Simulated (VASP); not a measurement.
Crystal: Al.

```
Al
1.0
    -1.61216    1.61216    1.61216
     1.61216   -1.61216    1.61216
     1.61216    1.61216   -1.61216
Al
1
Cartesian
  0.0000 0.0000 0.0000
```

Program: VASP 6.6.1. Alike in all runs: task single point; cell as given; cutoff (eV) 520.

Order these runs on this cell by their pressure, lowest first.
A. level PBE0; potentials or basis VASP PAW PBE potentials, release 64 (Al); spin off; k mesh 8 × 8 × 8; smearing fermi-dirac 0.05 eV; grid for exact exchange (PRECFOCK) Normal
B. level PBE; potentials or basis VASP PAW PBE potentials, release 64 (Al); spin collinear, ferromagnetic start; fixed moment (μB) 1.0; k mesh 12 × 12 × 12; smearing fermi-dirac 0.1 eV
C. level PBEsol+D3(BJ); potentials or basis VASP PAW PBE potentials, release 64 (Al); spin collinear, ferromagnetic start; k mesh 12 × 12 × 12; smearing fermi-dirac 0.01 eV
D. level LDA; potentials or basis VASP PAW LDA potentials, release 64 (Al); spin off; k mesh 12 × 12 × 12; smearing fermi-dirac 0.05 eV

C (-3.8 GPa), D (-2.2 GPa), A (0.4 GPa), B (7.2 GPa).

Caveats: the PAW data sets were made with another functional, which shifts forces and pressure a little (some runs); three body term missing (some runs); pairwise dispersion overbinds metals, which lowers pressure and volume (some runs); the total moment is fixed, so each spin has its own Fermi level (some runs).
